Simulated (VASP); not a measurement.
# K2PdC2 (P1) in VASP: further runs

K2PdC2 is run at these levels: LDA; tasks: single point.

Program: VASP 6.6.1. These are calculated values, not measurements. Logs are shortened: lines on timing, memory, paths and dates and some standing lists are left out, and cuts for length are marked.

## 1. The cell of the first run

The typed cell holds 5 atoms: a = 5.118 Å, b = 5.118 Å, c = 5.258 Å, α = 90.00°, β = 90.00°, γ = 120.00°.

## 2. Single point, LDA (atom 1 (K) moved by (-0.200, +0.200) A along [1 1 0] and z)

The input, INCAR:

```
PREC = Accurate
ENCUT = 520
EDIFF = 1E-6
ISMEAR = 0
SIGMA = 0.05
LREAL = F
LASPH = T
NELM = 100
ALGO = Normal
ISIF = 2
LWAVE = F
LCHARG = F
NBANDS = 26
```

The input, KPOINTS:

```
regular mesh
0
Gamma
  6 6 6
```

The input, POSCAR:

```
K2PdC2
1.0
    5.1181840614      0.0000000000      0.0000000000
   -2.5590920307      4.4324774185      0.0000000000
    0.0000000000      0.0000000000      5.2581371800
K Pd C
2 1 2
Direct
    0.6230826510      0.3014276195      0.7582344942
    0.3333333333      0.6666666667      0.2798017900
    0.0000000000      0.0000000000      0.0000000000
    0.0000000000      0.0000000000      0.6201967800
    0.0000000000      0.0000000000      0.3798032200
```

Potentials or basis: VASP PAW LDA potentials, release 64 (K_sv, Pd, C).

Run with:

```console
$ cat potpaw_LDA.64/K_sv/POTCAR potpaw_LDA.64/Pd/POTCAR potpaw_LDA.64/C/POTCAR > POTCAR
$ mpirun -np 1 vasp_std > vasp.out
```

OUTCAR:

```text
PREC = Accurate
   ENCUT = 520
   EDIFF = 1E-6
   ISMEAR = 0
   LREAL = F
   LASPH = T
   NELM = 100
   ISIF = 2

 ion  position               nearest neighbor table
   1  0.623  0.301  0.758-   4 2.86   3 3.04   3 3.27   3 3.35   2 3.78
   2  0.333  0.667  0.280-   3 3.30   3 3.30   3 3.30   1 3.78
   3  0.000  0.000  0.000-   4 2.00   5 2.00   1 3.04   1 3.27   2 3.30   2 3.30   2 3.30   1 3.35

   4  0.000  0.000  0.620-   5 1.26   3 2.00   1 2.86
   5  0.000  0.000  0.380-   4 1.26   3 2.00

  LATTYP: Found a hexagonal cell.
 ALAT       =     5.1181840614
 C/A-ratio  =     1.0273442918

  Lattice vectors:

 A1 = (   5.1181840614,   0.0000000000,   0.0000000000)
 A2 = (  -2.5590920307,   4.4324774185,   0.0000000000)
 A3 = (   0.0000000000,   0.0000000000,   5.2581371800)

Analysis of symmetry for initial positions (statically):
=====================================================================
 Subroutine PRICEL returns:
 Original cell was already a primitive cell.

 Routine SETGRP: Setting up the symmetry group for a
 hexagonal supercell.

 Subroutine GETGRP returns: Found  1 space group operations
 (whereof  1 operations were pure point group operations)
 out of a pool of 24 trial point group operations.

The static configuration has the point symmetry C_1 .

Analysis of symmetry for dynamics (positions and initial velocities):
=====================================================================
 Subroutine PRICEL returns:
 Original cell was already a primitive cell.

 Routine SETGRP: Setting up the symmetry group for a
 hexagonal supercell.

 Subroutine GETGRP returns: Found  1 space group operations
 (whereof  1 operations were pure point group operations)
 out of a pool of 24 trial point group operations.

The dynamic configuration has the point symmetry C_1 .

 Subroutine INISYM returns: Found  1 space group operations
 (whereof  1 operations are pure point group operations),
 and found     1 'primitive' translations
[... 92 lines left out ...]
   PREC   = accura    normal or accurate (medium, high low for compatibility)
   ISTART =      0    job   : 0-new  1-cont  2-samecut
   ICHARG =      2    charge: 1-file 2-atom 10-const
   ISPIN  =      1    spin polarized calculation?
   LNONCOLLINEAR =      F non collinear calculations
   LSORBIT =      F    spin-orbit coupling
   LASPH  =      T    aspherical Exc in radial PAW
   ENCUT  =  520.0 eV  38.22 Ry    6.18 a.u.   9.52  9.52  9.78*2*pi/ulx,y,z
   NELM   =    100;   NELMIN=  2; NELMDL= -5     # of ELM steps
   EDIFF  = 0.1E-05   stopping-criterion for ELM
   LREAL  =      F    real-space projection
   EDIFFG = 0.1E-04   stopping-criterion for IOM
   NSW    =      0    number of steps for IOM
   IBRION =     -1    ionic relax: 0-MD 1-quasi-New 2-CG
   NFREE  =      0    steps in history (QN), initial steepest desc. (CG)
   ISIF   =      2    stress and relaxation
   ISYM   =      2    0-nonsym 1-usesym 2-fastsym
   POTIM  = 0.5000    time-step for ionic-motion
   TEBEG  =    0.0;   TEEND  =   0.0 temperature during run
   PSTRESS=    0.0 pullay stress
   NELECT =      36.0000    total number of electrons
   NUPDOWN=      -1.0000    fix difference up-down
   EMIN   =  10.00;   EMAX   =-10.00  energy-range for DOS
   EFERMI =   0.00;   METHOD = LEGACY
   ISMEAR =     0;   SIGMA  =   0.05  broadening in eV -4-tet -1-fermi 0-gaus
   EFERMI_NEDOS =   21; number of points for ismear=-14 and -15
   IALGO  =     38    algorithm
   IMIX   =      4    mixing-type and parameters
     AMIX     =   0.40;   BMIX     =  1.00
     AMIX_MAG =   1.60;   BMIX_MAG =  1.00
  volume/ion in A,a.u.               =      23.86       161.00
  Fermi-wavevector in a.u.,A,eV,Ry     =   1.098106  2.075119 16.406402  1.205837
  Thomas-Fermi vector in A             =   2.234478
   LORBIT       =      0    0 simple, 1 ext, 2 COOP (PROOUT), +10 PAW based schemes
   GGA     = CA    functional components
   LHFCALC =     F    Hartree Fock is set to
   AEXX    =    0.0000 exact exchange contribution
   IVDW    =     0    specifies the selected vdW correction
   LEPSILON=     F    determine dielectric tensor
   LRPA    =     F    only Hartree local field effects (RPA)
 non-spin polarized calculation
 Gauss-broadening in eV      SIGMA  =   0.05
  energy-cutoff  :      520.00
  volume of cell :      119.29
 maximum number of plane-waves:      3247
 NGX is ok and might be reduce to    40
   NGX = 19   NGY = 19   NGZ = 19

 number of electron      36.0000006 magnetization

 Free energy of the ion-electron system (eV)
  ---------------------------------------------------
  ext. energy  EPLUGINS =         0.00000000
  ---------------------------------------------------
  free energy    TOTEN  =       -28.70662413 eV

  energy without entropy =      -28.70662413  energy(sigma->0) =      -28.70662413

 E-fermi :   1.1517     XC(G=0):  -8.6189

 val. band max:        0.8565556962   @ k =   0.0000   0.0000   0.5000
 cond. band min:       2.1673322403   @ k =   0.0000   0.5000   0.5000
 fundamental gap:      1.3107765441
 Fermi energy:         1.1517479313

 k-point     1 :       0.0000    0.0000    0.0000
  band No.  band energies     occupation
      1     -28.6770      2.00000
      2     -28.6324      2.00000
      3     -12.6727      2.00000
      4     -12.4809      2.00000
      5     -12.4353      2.00000
      6     -12.3567      2.00000
[... 685 lines left out ...]
     25       7.0327      0.00000
     26       7.5274      0.00000

 [... further k-points ...]

------------------------ aborting loop because EDIFF is reached ----------------------------------------

  FORCE on cell =-STRESS in cart. coord.  units (eV):
  Direction    XX          YY          ZZ          XY          YZ          ZX
  --------------------------------------------------------------------------------------
  -------------------------------------------------------------------------------------
  Total       -1.0244455     -1.2860123     -2.5340292      0.1722846     -0.0623126     -0.0750816
  in kB      -13.7595776    -17.2727453    -34.0351641      2.3139960     -0.8369364     -1.0084389
  external PRESSURE =     -21.6891623 kB  Pullay stress =       0.0000000 kB

 VOLUME and BASIS-vectors are now :
 -----------------------------------------------------------------------------
  energy-cutoff  :      520.00
  volume of cell :      119.29
      direct lattice vectors                 reciprocal lattice vectors
     5.118184061  0.000000000  0.000000000     0.195381797  0.112803733  0.000000000
    -2.559092031  4.432477419  0.000000000     0.000000000  0.225607466  0.000000000
     0.000000000  0.000000000  5.258137180     0.000000000  0.000000000  0.190181421

 POSITION                                       TOTAL-FORCE (eV/Angst)
 -----------------------------------------------------------------------------------
      2.41767      1.33607      3.98690         0.327410      0.261856     -0.128477
     -0.00000      2.95498      1.47124        -0.041523     -0.048709      0.079528
      0.00000      0.00000      0.00000        -0.127445     -0.099020      0.092114
      0.00000      0.00000      3.26108        -0.165413     -0.120513      0.304462
      0.00000      0.00000      1.99706         0.006970      0.006386     -0.347628
 -----------------------------------------------------------------------------------
    total drift:                               -0.000110     -0.000039      0.000005

  FREE ENERGIE OF THE ION-ELECTRON SYSTEM (eV)
  ---------------------------------------------------
  free  energy   TOTEN  =       -28.7066241282 eV

  energy  without entropy=      -28.7066241282  energy(sigma->0) =      -28.70662413
```

It took 9.9 min on 1 thread of Intel Xeon 8259CL, shared host; peak memory 0.45 GiB.

What came out:

- Free energy: -28.7066 eV
- Pressure: -2.2 GPa
- Largest force: 0.438 eV/Å
- Band gap on the k mesh: 1.31 eV (least direct gap 1.38 eV)

Forces on the atoms (eV/Å):
```
K    0.327  0.262 -0.128
K   -0.042 -0.049  0.080
Pd  -0.127 -0.099  0.092
C   -0.165 -0.121  0.304
C    0.007  0.006 -0.348
```

Levels at points of the mesh, in eV from the valence-band top:
```tsv
k point	band 15	band 16	band 17	band 18	band 19	band 20	band 21	band 22
(0.00, 0.00, 0.00)	-1.95	-1.61	-1.22	-1.21	3.85	4.30	5.22	5.33
(0.50, 0.00, 0.00)	-1.91	-1.32	-1.16	-0.61	2.40	3.48	4.52	5.30
(0.00, 0.50, 0.00)	-1.93	-1.32	-1.14	-0.59	2.46	3.53	4.54	5.38
(0.50, 0.50, 0.00)	-1.93	-1.32	-1.14	-0.60	2.45	3.52	4.55	5.36
(0.00, 0.00, 0.50)	-1.23	-1.22	-0.06	0.00	2.61	2.62	3.53	4.56
(0.50, 0.00, 0.50)	-1.16	-0.87	-0.12	-0.04	1.36	2.88	4.53	4.60
(0.00, 0.50, 0.50)	-1.15	-0.83	-0.10	-0.07	1.31	2.85	4.59	4.78
(0.50, 0.50, 0.50)	-1.15	-0.84	-0.11	-0.06	1.32	2.86	4.56	4.75
```

Caveat: the cell differs from its parent crystal (atom 1 (K) moved by (-0.200, +0.200) A along [1 1 0] and z).

## 3. Single point, LDA (atom 1 (K) moved by (+0.200, -0.200) A along [1 1 0] and z)

The input, INCAR:

```
SYSTEM = K2PdC2
PREC     = Accurate       ! precision mode
ENCUT    = 520            ! plane-wave cutoff, eV
EDIFF    = 1E-6           ! SCF threshold, eV
ISMEAR   = 0              ! smearing method
SIGMA    = 0.05           ! smearing width, eV
LREAL    = .FALSE.        ! projectors in reciprocal space
LASPH    = .TRUE.         ! aspherical terms in the spheres
NELM     = 80             ! most SCF steps
ALGO     = Normal         ! electronic algorithm
ISIF     = 2              ! what is computed and relaxed
LWAVE    = .FALSE.        ! write WAVECAR
LCHARG   = .TRUE.         ! write CHGCAR
GGA      = CA             ! functional
LELF     = .TRUE.         ! ELF
LVHAR    = .TRUE.       
NBANDS   = 26             ! bands
```

The input, KPOINTS:

```
regular mesh
0
G
  6 6 6
  0 0 0
```

Changes to POSCAR since step 2:

```diff
@@ -8,3 +8,3 @@
 Direct
-    0.6230826510      0.3014276195      0.7582344942
+    0.7102506823      0.3652390472      0.6821619258
     0.3333333333      0.6666666667      0.2798017900
```

Potentials or basis: VASP PAW LDA potentials, release 64 (K_sv, Pd, C).

Run with:

```console
$ cat potpaw_LDA.64/K_sv/POTCAR potpaw_LDA.64/Pd/POTCAR potpaw_LDA.64/C/POTCAR > POTCAR
$ mpirun -np 1 vasp_std > vasp.out
```

It took 11 min on 1 thread of Intel Xeon 8259CL, shared host; peak memory 0.45 GiB.

The run converged. Its results:

| Item | Value |
| --- | --- |
| Free energy | -28.6994 eV |
| Pressure | -2.4 GPa |
| Largest force | 0.457 eV/Å |
| Band gap on the k mesh | 1.31 eV (least direct gap 1.36 eV) |

Forces on the atoms (eV/Å):
```
K   -0.198 -0.266  0.187
K    0.064  0.056 -0.144
Pd   0.025  0.036 -0.046
C    0.103  0.163  0.414
C    0.005  0.010 -0.412
```

Stress tensor (GPa, compression positive):
```
-1.82 -0.07 -0.03
-0.07 -1.55 -0.02
-0.03 -0.02 -3.87
```

Levels at points of the mesh, in eV from the valence-band top:
| k point | band 16 | band 17 | band 18 | band 19 | band 20 | band 21 |
| --- | --- | --- | --- | --- | --- | --- |
| (0.00, 0.00, 0.00) | -1.53 | -1.08 | -1.08 | 4.03 | 4.42 | 5.03 |
| (0.50, 0.00, 0.00) | -1.19 | -0.98 | -0.46 | 2.41 | 3.61 | 4.64 |
| (0.00, 0.50, 0.00) | -1.18 | -0.99 | -0.48 | 2.32 | 3.52 | 4.64 |
| (0.50, 0.50, 0.00) | -1.18 | -0.99 | -0.47 | 2.35 | 3.55 | 4.65 |
| (0.00, 0.00, 0.50) | -1.09 | -0.05 | 0.00 | 2.59 | 2.68 | 3.59 |
| (0.50, 0.00, 0.50) | -0.70 | -0.07 | -0.05 | 1.31 | 2.74 | 4.72 |
| (0.00, 0.50, 0.50) | -0.75 | -0.08 | -0.02 | 1.34 | 2.81 | 4.54 |
| (0.50, 0.50, 0.50) | -0.73 | -0.07 | -0.03 | 1.33 | 2.79 | 4.60 |

Caveat: the cell differs from its parent crystal (atom 1 (K) moved by (+0.200, -0.200) A along [1 1 0] and z).
